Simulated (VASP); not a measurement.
# Al (Pm-3m) in VASP: notebook

The runs below take Al through single point, with PBE.

Program: VASP 6.6.1. These are calculated values, not measurements. Logs are shortened: lines on timing, memory, paths and dates and some standing lists are left out, and cuts for length are marked.

## (1) The cell of the first run

The structure is cubic, space group Pm-3m (No. 221). Conventional cell: a = 2.608 Å, b = 2.608 Å, c = 2.608 Å, α = 90.00°, β = 90.00°, γ = 90.00°. Within 3.4 Å of Al (site symmetry m-3m) lie 6 Al at 2.61 Å.

## (2) Single point, PBE (volume scaled by 0.88)

INCAR reads:

```
SYSTEM = Al
ALGO = Normal
EDIFF = 1E-7
ENCUT = 520
GGA = PE
ISIF = 2
ISMEAR = -1
LASPH = .True.
LCHARG = .True.
LELF = .True.
LREAL = .False.
LVHAR = .True.
LWAVE = .False.
NBANDS = 8
NELM = 80
PREC = Accurate
SIGMA = 0.1
```

KPOINTS reads:

```
k-points
0
Gamma
  13 13 13
  0 0 0
```

POSCAR reads:

```
Al
1.0
    2.6082946252      0.0000000000      0.0000000000
    0.0000000000      2.6082946252      0.0000000000
    0.0000000000      0.0000000000      2.6082946252
Al
1
Direct
    0.0000000000      0.0000000000      0.0000000000
```

Potentials or basis: VASP PAW PBE potentials, release 64 (Al).

Launch:

```bash
$ cat potpaw_PBE.64/Al/POTCAR > POTCAR
$ mpirun -np 1 vasp_std > vasp.out
```

OUTCAR:

```text
SYSTEM = Al
   EDIFF = 1E-7
   ENCUT = 520
   GGA = PE
   ISIF = 2
   ISMEAR = -1
   LASPH = .True.
   LREAL = .False.
   NELM = 80
   PREC = Accurate

 ion  position               nearest neighbor table
   1  0.000  0.000  0.000-

  LATTYP: Found a simple cubic cell.
 ALAT       =     2.6082946252

  Lattice vectors:

 A1 = (   2.6082946252,   0.0000000000,   0.0000000000)
 A2 = (   0.0000000000,   2.6082946252,   0.0000000000)
 A3 = (   0.0000000000,   0.0000000000,   2.6082946252)

Analysis of symmetry for initial positions (statically):
=====================================================================
 Subroutine PRICEL returns:
 Original cell was already a primitive cell.

 Routine SETGRP: Setting up the symmetry group for a
 simple cubic supercell.

 Subroutine GETGRP returns: Found 48 space group operations
 (whereof 48 operations were pure point group operations)
 out of a pool of 48 trial point group operations.

The static configuration has the point symmetry O_h .

Analysis of symmetry for dynamics (positions and initial velocities):
=====================================================================
 Subroutine PRICEL returns:
 Original cell was already a primitive cell.

 Routine SETGRP: Setting up the symmetry group for a
 simple cubic supercell.

 Subroutine GETGRP returns: Found 48 space group operations
 (whereof 48 operations were pure point group operations)
 out of a pool of 48 trial point group operations.

The dynamic configuration has the point symmetry O_h .

 Subroutine INISYM returns: Found 48 space group operations
 (whereof 48 operations are pure point group operations),
 and found     1 'primitive' translations

----------------------------------------------------------------------------------------

                                     Primitive cell

  volume of cell :      17.7448

  direct lattice vectors                    reciprocal lattice vectors
     2.608294625  0.000000000  0.000000000     0.383392271  0.000000000  0.000000000
     0.000000000  2.608294625  0.000000000     0.000000000  0.383392271  0.000000000
     0.000000000  0.000000000  2.608294625     0.000000000  0.000000000  0.383392271

  length of vectors
     2.608294625  2.608294625  2.608294625     0.383392271  0.383392271  0.383392271

  position of ions in fractional coordinates (direct lattice)
     0.000000000  0.000000000  0.000000000

  ion indices of the primitive-cell ions
   primitive index   ion index
                 1           1

----------------------------------------------------------------------------------------

 KPOINTS: k-points

Automatic generation of k-mesh.
 Grid dimensions read from file:
 generate k-points for:   13   13   13

 Generating k-lattice:

  Cartesian coordinates                     Fractional coordinates (reciprocal lattice)
     0.029491713  0.000000000  0.000000000     0.076923077  0.000000000  0.000000000
     0.000000000  0.029491713  0.000000000     0.000000000  0.076923077  0.000000000
     0.000000000  0.000000000  0.029491713     0.000000000  0.000000000  0.076923077

  Length of vectors
     0.029491713  0.029491713  0.029491713

  Shift w.r.t. Gamma in fractional coordinates (k-lattice)
     0.000000000  0.000000000  0.000000000

 Subroutine IBZKPT returns following result:
 ===========================================

 Found     84 irreducible k-points:

 Following reciprocal coordinates:
            Coordinates               Weight
  0.000000  0.000000  0.000000      1.000000
  0.076923  0.000000  0.000000      6.000000
  0.153846  0.000000  0.000000      6.000000
  0.230769  0.000000  0.000000      6.000000
  0.307692  0.000000  0.000000      6.000000
  0.384615  0.000000  0.000000      6.000000
[... 16 lines left out ...]
  0.307692  0.307692  0.000000     12.000000
  0.384615  0.307692  0.000000     24.000000
 [... further k-points ...]
   k-points           NKPTS =     84   k-points in BZ     NKDIM =     84   number of bands    NBANDS=      8
   number of dos      NEDOS =    301   number of ions     NIONS =      1
   total plane-waves  NPLWV =   8000
   dimension x,y,z NGX =    20 NGY =   20 NGZ =   20
   dimension x,y,z NGXF=    40 NGYF=   40 NGZF=   40
   ions per type =               1
   NGX,Y,Z   is equivalent  to a cutoff of  12.75, 12.75, 12.75 a.u.
   NGXF,Y,Z  is equivalent  to a cutoff of  25.49, 25.49, 25.49 a.u.
 SYSTEM =  Al
   PREC   = accura    normal or accurate (medium, high low for compatibility)
   ISTART =      0    job   : 0-new  1-cont  2-samecut
   ICHARG =      2    charge: 1-file 2-atom 10-const
   ISPIN  =      1    spin polarized calculation?
   LNONCOLLINEAR =      F non collinear calculations
   LSORBIT =      F    spin-orbit coupling
   LASPH  =      T    aspherical Exc in radial PAW
   ENCUT  =  520.0 eV  38.22 Ry    6.18 a.u.   4.85  4.85  4.85*2*pi/ulx,y,z
   NELM   =     80;   NELMIN=  2; NELMDL= -5     # of ELM steps
   EDIFF  = 0.1E-06   stopping-criterion for ELM
   LREAL  =      F    real-space projection
   EDIFFG = 0.1E-05   stopping-criterion for IOM
   NSW    =      0    number of steps for IOM
   IBRION =     -1    ionic relax: 0-MD 1-quasi-New 2-CG
   NFREE  =      0    steps in history (QN), initial steepest desc. (CG)
   ISIF   =      2    stress and relaxation
   ISYM   =      2    0-nonsym 1-usesym 2-fastsym
   POTIM  = 0.5000    time-step for ionic-motion
   TEBEG  =    0.0;   TEEND  =   0.0 temperature during run
   PSTRESS=    0.0 pullay stress
   NELECT =       3.0000    total number of electrons
   NUPDOWN=      -1.0000    fix difference up-down
   EMIN   =  10.00;   EMAX   =-10.00  energy-range for DOS
   EFERMI =   0.00;   METHOD = LEGACY
   ISMEAR =    -1;   SIGMA  =   0.10  broadening in eV -4-tet -1-fermi 0-gaus
   EFERMI_NEDOS =   21; number of points for ismear=-14 and -15
   IALGO  =     38    algorithm
   IMIX   =      4    mixing-type and parameters
     AMIX     =   0.40;   BMIX     =  1.00
     AMIX_MAG =   1.60;   BMIX_MAG =  1.00
  volume/ion in A,a.u.               =      17.74       119.75
  Fermi-wavevector in a.u.,A,eV,Ry     =   0.905229  1.710635 11.149159  0.819440
  Thomas-Fermi vector in A             =   2.028772
   LORBIT       =      0    0 simple, 1 ext, 2 COOP (PROOUT), +10 PAW based schemes
   GGA     = PE    functional components
   LHFCALC =     F    Hartree Fock is set to
   AEXX    =    0.0000 exact exchange contribution
   IVDW    =     0    specifies the selected vdW correction
   LEPSILON=     F    determine dielectric tensor
   LRPA    =     F    only Hartree local field effects (RPA)
 non-spin polarized calculation
  energy-cutoff  :      520.00
  volume of cell :       17.74
 maximum number of plane-waves:       490
 NGX is ok and might be reduce to    20
   NGX =  9   NGY =  9   NGZ =  9

 number of electron       3.0000000 magnetization

 Free energy of the ion-electron system (eV)
  ---------------------------------------------------
  ext. energy  EPLUGINS =         0.00000000
  ---------------------------------------------------
  free energy    TOTEN  =        -3.31406962 eV

  energy without entropy =       -3.29767675  energy(sigma->0) =       -3.30587318

 E-fermi :   6.8179     XC(G=0):  -9.8754

 val. band max:        6.7367764008   @ k =   0.3846   0.3846   0.0000
 cond. band min:       6.8502366174   @ k =   0.3846   0.3846   0.0769
 fundamental gap:      0.1134602166
 Fermi energy:         6.8178719521

 k-point     1 :       0.0000    0.0000    0.0000
  band No.  band energies     occupation
      1      -3.4933      2.00000
      2      15.1293      0.00000
      3      15.1293      0.00000
      4      16.9384      0.00000
      5      16.9384      0.00000
      6      16.9384      0.00000
      7      23.8455      0.00000
      8      32.6368      0.00000

 k-point     2 :       0.0769    0.0000    0.0000
  band No.  band energies     occupation
      1      -3.3656      2.00000
      2      13.4158      0.00000
      3      15.2370      0.00000
      4      17.0440      0.00000
      5      17.0440      0.00000
      6      18.4058      0.00000
      7      24.3708      0.00000
      8      31.6381      0.00000

 k-point     3 :       0.1538    0.0000    0.0000
  band No.  band energies     occupation
      1      -2.9832      2.00000
      2      11.0288      0.00000
      3      15.5545      0.00000
      4      17.3607      0.00000
      5      17.3607      0.00000
      6      20.0309      0.00000
      7      25.9371      0.00000
      8      29.6708      0.00000

 k-point     4 :       0.2308    0.0000    0.0000
  band No.  band energies     occupation
      1      -2.3492      2.00000
      2       8.6900      0.00000
      3      16.0618      0.00000
      4      17.8887      0.00000
      5      17.8887      0.00000
      6      21.2853      0.00000
      7      27.5843      0.00000
      8      27.5843      0.00000

 k-point     5 :       0.3077    0.0000    0.0000
  band No.  band energies     occupation
      1      -1.4686      2.00000
      2       6.4964      1.92273
      3      16.7112      0.00000
      4      18.6271      0.00000
      5      18.6271      0.00000
      6      22.4009      0.00000
      7      25.6105      0.00000
      8      25.6105      0.00000
[... 177 lines left out ...]
 k-point    22 :       0.4615    0.2308    0.0000
  band No.  band energies     occupation
      1       2.0732      2.00000
      2       3.8057      2.00000
      3      12.7977      0.00000
      4      14.9949      0.00000
      5      21.5403      0.00000
      6      23.2009      0.00000
      7      23.5813      0.00000
      8      25.9439      0.00000

 k-point    23 :       0.3077    0.3077    0.0000
  band No.  band energies     occupation
      1       0.5308      2.00000
      2       7.6531      0.00047
      3       9.3035      0.00000
      4      16.1280      0.00000
      5      20.2751      0.00000
      6      22.5663      0.00000
      7      26.2662      0.00000
      8      28.1893      0.00000

 k-point    24 :       0.3846    0.3077    0.0000
  band No.  band energies     occupation
      1       1.6336      2.00000
      2       6.2750      1.99126
      3       9.7205      0.00000
      4      14.3104      0.00000
      5      21.1831      0.00000
      6      23.5492      0.00000
      7      25.1525      0.00000
      8      28.2400      0.00000

 [... further k-points ...]

------------------------ aborting loop because EDIFF is reached ----------------------------------------

  FORCE on cell =-STRESS in cart. coord.  units (eV):
  Direction    XX          YY          ZZ          XY          YZ          ZX
  --------------------------------------------------------------------------------------
  -------------------------------------------------------------------------------------
  Total        1.0619990      1.0619990      1.0619990     -0.0000000     -0.0000000      0.0000000
  in kB       95.8881097     95.8881097     95.8881097     -0.0000000     -0.0000000      0.0000000
  external PRESSURE =      95.8881097 kB  Pullay stress =       0.0000000 kB

 VOLUME and BASIS-vectors are now :
 -----------------------------------------------------------------------------
  energy-cutoff  :      520.00
  volume of cell :       17.74
      direct lattice vectors                 reciprocal lattice vectors
     2.608294625  0.000000000  0.000000000     0.383392271  0.000000000  0.000000000
     0.000000000  2.608294625  0.000000000     0.000000000  0.383392271  0.000000000
     0.000000000  0.000000000  2.608294625     0.000000000  0.000000000  0.383392271

 POSITION                                       TOTAL-FORCE (eV/Angst)
 -----------------------------------------------------------------------------------
      0.00000      0.00000      0.00000         0.000000      0.000000      0.000000
 -----------------------------------------------------------------------------------
    total drift:                               -0.000000     -0.000000      0.000000

  FREE ENERGIE OF THE ION-ELECTRON SYSTEM (eV)
  ---------------------------------------------------
  free  energy   TOTEN  =        -3.3140696218 eV

  energy  without entropy=       -3.2976767479  energy(sigma->0) =       -3.30587318
```

It took 4.6 s on 1 thread of Intel Xeon 6975P-C (Granite Rapids), shared host; peak memory 0.12 GiB.

What came out:

```
Free energy : -3.3141 eV
Pressure    : 9.6 GPa
```

[end of part 1 of 2]
